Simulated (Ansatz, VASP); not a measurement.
# One calculation of NaVS3, two programs

File INCAR:

```
ALGO = Normal ; EDIFF = 1E-7
ENCUT = 520 ; GGA = PS
ISIF = 2 ; ISMEAR = 0
LASPH = True ; LCHARG = False
LREAL = False ; LWAVE = False
NBANDS = 27 ; NELM = 100
PREC = Accurate ; SIGMA = 0.05
```

Contents of KPOINTS:

```
k-points
0
Gamma
  4 4 4
```

File POSCAR:

```
NaVS3
1.0
    4.7600000000      0.0000000000      0.0000000000
    0.0000000000      4.7600000000      0.0000000000
    0.0000000000      0.0000000000      4.7600000000
Na V S
1 1 3
Direct
    0.0000000000      0.0000000000      0.0000000000
    0.5000000000      0.5000000000      0.5000000000
    0.5000000000      0.5000000000      0.0000000000
    0.5000000000      0.0000000000      0.5000000000
    0.0000000000      0.5000000000      0.5000000000
```

Input for Ansatz:

```yaml
crystal:
  lattice:
    - [4.76, 0.0, 0.0]
    - [0.0, 4.76, 0.0]
    - [0.0, 0.0, 4.76]
  atoms:
    - { symbol: Na, position: [0.0, 0.0, 0.0] }
    - { symbol: V, position: [0.5, 0.5, 0.5] }
    - { symbol: S, position: [0.5, 0.5, 0.0] }
    - { symbol: S, position: [0.5, 0.0, 0.5] }
    - { symbol: S, position: [0.0, 0.5, 0.5] }
basis:
  ecutwfc: 420
kpoints:
  mp_grid: { grid: [4, 4, 4] }
hamiltonian:
  xc: pbesol
scf:
  occupations: { method: gaussian, width: 0.05 }
output:
  forces: true
  stress: true
  eigenvalues: true
```

Alike in both runs: task single point; functional PBEsol; k mesh 4 × 4 × 4; occupations gaussian, width 0.05 eV; no spin polarisation.

|  | VASP | Ansatz |
| --- | --- | --- |
| version | VASP 6.6.1 | Ansatz 0.2.0 |
| potentials or method | VASP PAW PBE potentials, release 64 (Na_pv, V_sv, S), cutoff 520 eV | scalar-relativistic, plane waves, PAW |
| valence electrons in the cell | 38 | 40 |

```tsv
	VASP	Ansatz	Ansatz less VASP
gap on the k mesh at the Fermi level (eV)	none	none	-
pressure (GPa)	-7.8	-7.8	-0.01
```

VASP's potentials were made for PBE, not for PBEsol. A gap of «none» marks a metal or a gap that the smearing closes. With one functional, cell and mesh, what is left measures potentials, basis and numerics. VASP's potentials hold 38 valence electrons a cell and Ansatz's 40, so a difference there can come from the potentials and not from the codes.
